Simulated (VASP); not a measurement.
# NaI in VASP: further runs

Runs on NaI. Level: PBE. Tasks: single point.

Program: VASP 6.6.1. These are calculated values, not measurements. Logs are shortened: lines on timing, memory, paths and dates and some standing lists are left out, and cuts for length are marked.

### 1 The cell of the first run

It takes space group I-4m2 (No. 119, tetragonal). Conventional cell: a = 4.978 Å, b = 4.978 Å, c = 7.086 Å, α = 90.00°, β = 90.00°, γ = 90.00°. Within 4.0 Å of Na (site symmetry -4m2) lie 4 I at 3.06 Å. Within 4.0 Å of I (site symmetry -4m2) lie 4 Na at 3.06 Å.

### 2 Single point, PBE (biaxial xy strain -0.7%)

INCAR reads:

```
PREC = Accurate
ENCUT = 520
EDIFF = 1E-6
ISMEAR = -1
SIGMA = 0.02
LREAL = False
LASPH = True
NELM = 100
ALGO = Normal
ISIF = 2
LWAVE = False
LCHARG = True
GGA = PE
LELF = True
LVHAR = True
NBANDS = 14
```

KPOINTS reads:

```
regular mesh
0
Gamma
  6 6 6
```

POSCAR reads:

```
NaI
1.0
    0.0000000000      3.5201608882      3.5431916338
    3.5201608882      0.0000000000      3.5431916338
    3.5201608882      3.5201608882      0.0000000000
Na I
1 1
Direct
    0.0000000000      0.0000000000      0.0000000000
    0.2500000000      0.2500000000      0.2500000000
```

Potentials or basis: VASP PAW PBE potentials, release 64 (Na_pv, I).

Run with:

```console
cat potpaw_PBE.64/Na_pv/POTCAR potpaw_PBE.64/I/POTCAR > POTCAR
mpirun -np 1 vasp_std > vasp.out
```

OUTCAR:

```text
PREC = Accurate
   ENCUT = 520
   EDIFF = 1E-6
   ISMEAR = -1
   LREAL = False
   LASPH = True
   NELM = 100
   ISIF = 2
   GGA = PE

 ion  position               nearest neighbor table
   1  0.000  0.000  0.000-   2 3.06   2 3.06   2 3.06   2 3.06
   2  0.250  0.250  0.250-   1 3.06   1 3.06   1 3.06   1 3.06

  LATTYP: Found a body centered tetragonal cell.
 ALAT       =     4.9782592698
 C/A-ratio  =     1.4234660920

  Lattice vectors:

 A1 = (  -3.5201608882,   0.0000000000,   3.5431916338)
 A2 = (   3.5201608882,   0.0000000000,   3.5431916338)
 A3 = (   0.0000000000,   3.5201608882,  -3.5431916338)

Analysis of symmetry for initial positions (statically):
=====================================================================
 Subroutine PRICEL returns:
 Original cell was already a primitive cell.

 Routine SETGRP: Setting up the symmetry group for a
 body centered tetragonal supercell.

 Subroutine GETGRP returns: Found  8 space group operations
 (whereof  8 operations were pure point group operations)
 out of a pool of 16 trial point group operations.

The static configuration has the point symmetry D_2d.

Analysis of symmetry for dynamics (positions and initial velocities):
=====================================================================
 Subroutine PRICEL returns:
 Original cell was already a primitive cell.

 Routine SETGRP: Setting up the symmetry group for a
 body centered tetragonal supercell.

 Subroutine GETGRP returns: Found  8 space group operations
 (whereof  8 operations were pure point group operations)
 out of a pool of 16 trial point group operations.

The dynamic configuration has the point symmetry D_2d.

 Subroutine INISYM returns: Found  8 space group operations
 (whereof  8 operations are pure point group operations),
 and found     1 'primitive' translations

----------------------------------------------------------------------------------------

                                     Primitive cell

  volume of cell :      87.8111

  direct lattice vectors                    reciprocal lattice vectors
     0.000000000  3.520160888  3.543191634    -0.142038962  0.142038962  0.141115709
     3.520160888  0.000000000  3.543191634     0.142038962 -0.142038962  0.141115709
     3.520160888  3.520160888  0.000000000     0.142038962  0.142038962 -0.141115709

  length of vectors
     4.994571016  4.994571016  4.978259270     0.245486816  0.245486816  0.245486816

  position of ions in fractional coordinates (direct lattice)
     0.000000000  0.000000000  0.000000000
     0.250000000  0.250000000  0.250000000

  ion indices of the primitive-cell ions
   primitive index   ion index
                 1           1
                 2           2

----------------------------------------------------------------------------------------

 KPOINTS: regular mesh

Automatic generation of k-mesh.
 Grid dimensions read from file:
 generate k-points for:    6    6    6

 Generating k-lattice:

  Cartesian coordinates                     Fractional coordinates (reciprocal lattice)
    -0.023673160  0.023673160  0.023519285     0.166666667  0.000000000  0.000000000
     0.023673160 -0.023673160  0.023519285     0.000000000  0.166666667  0.000000000
     0.023673160  0.023673160 -0.023519285    -0.000000000 -0.000000000  0.166666667

  Length of vectors
     0.040914469  0.040914469  0.040914469

  Shift w.r.t. Gamma in fractional coordinates (k-lattice)
     0.000000000  0.000000000  0.000000000

 Subroutine IBZKPT returns following result:
 ===========================================

 Found     30 irreducible k-points:

 Following reciprocal coordinates:
            Coordinates               Weight
  0.000000  0.000000  0.000000      1.000000
  0.166667  0.000000  0.000000      8.000000
  0.333333  0.000000  0.000000      8.000000
  0.500000 -0.000000  0.000000      4.000000
  0.166667  0.166667  0.000000      2.000000
  0.333333  0.166667  0.000000      8.000000
[... 16 lines left out ...]
  0.333333  0.000000  0.333333      4.000000
  0.500000 -0.000000  0.333333     16.000000
 [... further k-points ...]
   k-points           NKPTS =     30   k-points in BZ     NKDIM =     30   number of bands    NBANDS=     14
   number of dos      NEDOS =    301   number of ions     NIONS =      2
   total plane-waves  NPLWV =  64000
   dimension x,y,z NGX =    40 NGY =   40 NGZ =   40
   dimension x,y,z NGXF=    80 NGYF=   80 NGZF=   80
   ions per type =               1   1
   NGX,Y,Z   is equivalent  to a cutoff of  13.31, 13.31, 13.36 a.u.
   NGXF,Y,Z  is equivalent  to a cutoff of  26.63, 26.63, 26.72 a.u.
 SYSTEM =  unknown system
   PREC   = accura    normal or accurate (medium, high low for compatibility)
   ISTART =      0    job   : 0-new  1-cont  2-samecut
   ICHARG =      2    charge: 1-file 2-atom 10-const
   ISPIN  =      1    spin polarized calculation?
   LNONCOLLINEAR =      F non collinear calculations
   LSORBIT =      F    spin-orbit coupling
   LASPH  =      T    aspherical Exc in radial PAW
   ENCUT  =  520.0 eV  38.22 Ry    6.18 a.u.   9.29  9.29  9.26*2*pi/ulx,y,z
   NELM   =    100;   NELMIN=  2; NELMDL= -5     # of ELM steps
   EDIFF  = 0.1E-05   stopping-criterion for ELM
   LREAL  =      F    real-space projection
   EDIFFG = 0.1E-04   stopping-criterion for IOM
   NSW    =      0    number of steps for IOM
   IBRION =     -1    ionic relax: 0-MD 1-quasi-New 2-CG
   NFREE  =      0    steps in history (QN), initial steepest desc. (CG)
   ISIF   =      2    stress and relaxation
   ISYM   =      2    0-nonsym 1-usesym 2-fastsym
   POTIM  = 0.5000    time-step for ionic-motion
   TEBEG  =    0.0;   TEEND  =   0.0 temperature during run
   PSTRESS=    0.0 pullay stress
   NELECT =      14.0000    total number of electrons
   NUPDOWN=      -1.0000    fix difference up-down
   EMIN   =  10.00;   EMAX   =-10.00  energy-range for DOS
   EFERMI =   0.00;   METHOD = LEGACY
   ISMEAR =    -1;   SIGMA  =   0.02  broadening in eV -4-tet -1-fermi 0-gaus
   EFERMI_NEDOS =   21; number of points for ismear=-14 and -15
   IALGO  =     38    algorithm
   IMIX   =      4    mixing-type and parameters
     AMIX     =   0.40;   BMIX     =  1.00
     AMIX_MAG =   1.60;   BMIX_MAG =  1.00
  volume/ion in A,a.u.               =      43.91       296.29
  Fermi-wavevector in a.u.,A,eV,Ry     =   0.887703  1.677515 10.721614  0.788016
  Thomas-Fermi vector in A             =   2.009036
   LORBIT       =      0    0 simple, 1 ext, 2 COOP (PROOUT), +10 PAW based schemes
   GGA     = PE    functional components
   LHFCALC =     F    Hartree Fock is set to
   AEXX    =    0.0000 exact exchange contribution
   IVDW    =     0    specifies the selected vdW correction
   LEPSILON=     F    determine dielectric tensor
   LRPA    =     F    only Hartree local field effects (RPA)
 non-spin polarized calculation
  energy-cutoff  :      520.00
  volume of cell :       87.81
 maximum number of plane-waves:      2405
 NGX is ok and might be reduce to    40
   NGX = 19   NGY = 19   NGZ = 19

 number of electron      14.0000004 magnetization

 Free energy of the ion-electron system (eV)
  ---------------------------------------------------
  ext. energy  EPLUGINS =         0.00000000
  ---------------------------------------------------
  free energy    TOTEN  =        -5.28680074 eV

  energy without entropy =       -5.28680074  energy(sigma->0) =       -5.28680074

 E-fermi :  -0.5615     XC(G=0):  -6.5077

 val. band max:       -1.0446067328   @ k =   0.0000   0.0000   0.0000
 cond. band min:       2.7969633915   @ k =   0.0000   0.0000   0.0000
 fundamental gap:      3.8415701244
 Fermi energy:        -0.5615483066

 k-point     1 :       0.0000    0.0000    0.0000
  band No.  band energies     occupation
      1     -23.1123      2.00000
      2     -23.1122      2.00000
      3     -23.1117      2.00000
      4     -11.4972      2.00000
      5      -1.0521      2.00000
      6      -1.0446      2.00000
      7      -1.0446      2.00000
      8       2.7970      0.00000
      9       6.8656      0.00000
     10       6.8784      0.00000
     11       6.8784      0.00000
     12       8.6118      0.00000
     13       8.6853      0.00000
     14       9.9826      0.00000

 k-point     2 :       0.1667    0.0000    0.0000
  band No.  band energies     occupation
      1     -23.1128      2.00000
      2     -23.1123      2.00000
      3     -23.1119      2.00000
      4     -11.4643      2.00000
      5      -1.4419      2.00000
      6      -1.0861      2.00000
      7      -1.0786      2.00000
      8       3.3836      0.00000
      9       6.5179      0.00000
     10       7.0159      0.00000
     11       7.0333      0.00000
     12       8.2288      0.00000
     13       8.2733      0.00000
     14       9.7654      0.00000

 k-point     3 :       0.3333    0.0000    0.0000
  band No.  band energies     occupation
      1     -23.1142      2.00000
      2     -23.1125      2.00000
      3     -23.1121      2.00000
      4     -11.3968      2.00000
      5      -2.0459      2.00000
      6      -1.1562      2.00000
      7      -1.1440      2.00000
      8       4.2066      0.00000
      9       6.4400      0.00000
     10       6.8010      0.00000
     11       6.8408      0.00000
     12       8.8760      0.00000
     13       8.8805      0.00000
     14       9.2147      0.00000

 k-point     4 :       0.5000   -0.0000    0.0000
  band No.  band energies     occupation
      1     -23.1149      2.00000
      2     -23.1126      2.00000
      3     -23.1122      2.00000
      4     -11.3621      2.00000
      5      -2.2964      2.00000
      6      -1.1898      2.00000
      7      -1.1755      2.00000
      8       4.3874      0.00000
      9       6.6110      0.00000
     10       6.6523      0.00000
     11       6.7194      0.00000
     12       9.5417      0.00000
     13      10.2090      0.00000
     14      10.2480      0.00000

 k-point     5 :       0.1667    0.1667    0.0000
  band No.  band energies     occupation
      1     -23.1125      2.00000
      2     -23.1124      2.00000
      3     -23.1124      2.00000
      4     -11.4538      2.00000
      5      -1.4461      2.00000
      6      -1.1521      2.00000
      7      -1.1521      2.00000
      8       3.5746      0.00000
      9       6.2307      0.00000
     10       7.2302      0.00000
     11       7.2801      0.00000
[... 276 lines left out ...]
 k-point    22 :      -0.3333    0.5000    0.1667
  band No.  band energies     occupation
      1     -23.1146      2.00000
      2     -23.1131      2.00000
      3     -23.1131      2.00000
      4     -11.3189      2.00000
      5      -2.0548      2.00000
      6      -1.6521      2.00000
      7      -1.4895      2.00000
      8       4.7215      0.00000
      9       5.7787      0.00000
     10       7.1449      0.00000
     11       7.4338      0.00000
     12       9.6914      0.00000
     13      10.4374      0.00000
     14      10.7450      0.00000

 k-point    23 :       0.3333    0.0000    0.3333
  band No.  band energies     occupation
      1     -23.1145      2.00000
      2     -23.1129      2.00000
      3     -23.1123      2.00000
      4     -11.3633      2.00000
      5      -1.9896      2.00000
      6      -1.3634      2.00000
      7      -1.3620      2.00000
      8       4.3650      0.00000
      9       5.4341      0.00000
     10       6.8803      0.00000
     11       8.3120      0.00000
     12       8.3583      0.00000
     13       9.7486      0.00000
     14      11.9263      0.00000

 k-point    24 :       0.5000   -0.0000    0.3333
  band No.  band energies     occupation
      1     -23.1149      2.00000
      2     -23.1131      2.00000
      3     -23.1125      2.00000
      4     -11.3288      2.00000
      5      -2.1014      2.00000
      6      -1.5662      2.00000
      7      -1.3940      2.00000
      8       4.5032      0.00000
      9       5.5154      0.00000
     10       7.1087      0.00000
     11       8.2790      0.00000
     12       8.9576      0.00000
     13      10.4728      0.00000
     14      10.8521      0.00000

 [... further k-points ...]

------------------------ aborting loop because EDIFF is reached ----------------------------------------

  FORCE on cell =-STRESS in cart. coord.  units (eV):
  Direction    XX          YY          ZZ          XY          YZ          ZX
  --------------------------------------------------------------------------------------
  -------------------------------------------------------------------------------------
  Total        0.3006386      0.3006386      0.2972112      0.0000000      0.0000000     -0.0000000
  in kB        5.4853667      5.4853667      5.4228311      0.0000000      0.0000000     -0.0000000
  external PRESSURE =       5.4645215 kB  Pullay stress =       0.0000000 kB

 VOLUME and BASIS-vectors are now :
 -----------------------------------------------------------------------------
  energy-cutoff  :      520.00
  volume of cell :       87.81
      direct lattice vectors                 reciprocal lattice vectors
     0.000000000  3.520160888  3.543191634    -0.142038962  0.142038962  0.141115709
     3.520160888  0.000000000  3.543191634     0.142038962 -0.142038962  0.141115709
     3.520160888  3.520160888  0.000000000     0.142038962  0.142038962 -0.141115709

 POSITION                                       TOTAL-FORCE (eV/Angst)
 -----------------------------------------------------------------------------------
      0.00000      0.00000      0.00000         0.000000      0.000000     -0.000000
      1.76008      1.76008      1.77160        -0.000000     -0.000000      0.000000
 -----------------------------------------------------------------------------------
    total drift:                                0.000001      0.000001      0.000001

  FREE ENERGIE OF THE ION-ELECTRON SYSTEM (eV)
  ---------------------------------------------------
  free  energy   TOTEN  =        -5.2868007427 eV

  energy  without entropy=       -5.2868007427  energy(sigma->0) =       -5.28680074
```

Wall time 58 s (1 thread of Intel Xeon 8259CL, shared host); peak memory 0.25 GiB.

Results:

```yaml
Free_energy: -5.2868 eV
Pressure: 0.5 GPa
Band_gap_on_the_k_mesh: 3.84 eV
```

Caveat: the cell differs from its parent crystal (biaxial xy strain -0.7%); spin-orbit coupling is left out, which moves the levels of the heavy elements.

### 3 Single point, PBE (shear xy strain -0.9%)

INCAR reads:

```
SYSTEM = NaI
PREC = Accurate
ENCUT = 520
EDIFF = 1E-6
ISMEAR = -1
SIGMA = 0.02
LREAL = .False.
LASPH = .True.
NELM = 60
ALGO = Normal
ISIF = 2
LWAVE = .False.
LCHARG = .False.
GGA = PE
NBANDS = 14
```

KPOINTS reads:

```
regular mesh
0
Gamma
  6 6 6
  0 0 0
```

POSCAR reads:

```
NaI
1.0
   -0.0154128836      3.5431916338      3.5431916338
    3.5431916338     -0.0154128836      3.5431916338
    3.5277787502      3.5277787502      0.0000000000
Na I
1 1
Direct
   -0.0009935659     -0.0009935659      0.0009935659
    0.2509935659      0.2509935659      0.2490064341
```

Potentials or basis: VASP PAW PBE potentials, release 64 (Na_pv, I).

Run with:

```console
cat potpaw_PBE.64/Na_pv/POTCAR potpaw_PBE.64/I/POTCAR > POTCAR
mpirun -np 1 vasp_std > vasp.out
```

Run time: 91 s. Hardware: 1 thread of Intel Xeon 8259CL, shared host; peak memory 0.26 GiB.

The run converged. Its results:

```
Free energy            : -5.2901 eV
Pressure               : 0.4 GPa
Band gap on the k mesh : 3.81 eV
```

Levels at points of the mesh, in eV from the valence-band top:
```tsv
k point	band 4	band 5	band 6	band 7	band 8	band 9	band 10	band 11
(0.00, 0.00, 0.00)	-10.45	-0.02	-0.01	0.00	3.81	7.85	7.89	7.92
(0.50, 0.00, 0.00)	-10.32	-1.24	-0.14	-0.13	5.40	7.65	7.69	7.70
(0.50, 0.50, 0.00)	-10.27	-1.14	-0.43	-0.39	5.17	6.18	9.01	10.41
(0.00, 0.00, 0.50)	-10.31	-1.23	-0.16	-0.15	5.39	7.62	7.65	7.72
(0.50, 0.00, 0.50)	-10.27	-1.14	-0.41	-0.41	5.18	6.18	9.01	10.43
```

Caveat: the cell differs from its parent crystal (shear xy strain -0.9%); spin-orbit coupling is left out, which moves the levels of the heavy elements.
